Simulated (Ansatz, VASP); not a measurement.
## One calculation of LiH, two programs

INCAR

```
SYSTEM = LiH
PREC = Accurate
ENCUT = 520
EDIFF = 1E-7
ISMEAR = 0
SIGMA = 0.05
LREAL = .FALSE.
LASPH = .TRUE.
NELM = 100
ALGO = Normal
ISIF = 2
LWAVE = .FALSE.
LCHARG = .TRUE.
GGA = CA
LELF = .TRUE.
LVHAR = .TRUE.
NBANDS = 9
```

Contents of KPOINTS:

```
regular mesh
0
G
  10 10 10
  0 0 0
```

File POSCAR:

```
LiH
1.0
    0.0000000000      1.8699000000      2.1951000000
    1.8699000000      0.0000000000      2.1951000000
    1.8699000000      1.8699000000      0.0000000000
Li H
1 1
Direct
    0.0000000000      0.0000000000      0.0000000000
    0.5000000000      0.5000000000      0.5000000000
```

Input for Ansatz:

```yaml
crystal:
  lattice:
    - [0.0, 1.8699, 2.1951]
    - [1.8699, 0.0, 2.1951]
    - [1.8699, 1.8699, 0.0]
  atoms:
    - { symbol: Li, position: [0.0, 0.0, 0.0] }
    - { symbol: H, position: [0.5, 0.5, 0.5] }
basis:
  ecutwfc: 420
kpoints:
  mp_grid: { grid: [10, 10, 10] }
hamiltonian:
  xc: lda
scf:
  occupations: { method: gaussian, width: 0.05 }
output:
  forces: true
  stress: true
  eigenvalues: true
```

Change from the starting cell: strain -0.080 along x and y, +0.080 along z, atoms carried along.

Alike in both runs: task single point; functional LDA; k mesh 10 × 10 × 10; occupations gaussian, width 0.05 eV; no spin polarisation.

|  | VASP | Ansatz |
| --- | --- | --- |
| version | VASP 6.6.1 | Ansatz 0.2.0 |
| potentials or method | VASP PAW LDA potentials, release 64 (Li_sv, H), cutoff 520 eV | scalar-relativistic, plane waves, PAW |
| valence electrons in the cell | 4 | 4 |

Ansatz gave:

- gap on the k mesh at the Fermi level (eV): 0.85
- least direct gap on the mesh (eV): 2.20

Q: What did VASP give for the same quantities?

A: gap on the k mesh at the Fermi level (eV): 0.85; least direct gap on the mesh (eV): 2.19.

LDA's correlation is that of Perdew and Zunger in VASP and of Perdew and Wang (1992) in Ansatz.

Noted on VASP's run: the cutoff is short for stress, so the pressure is rough.
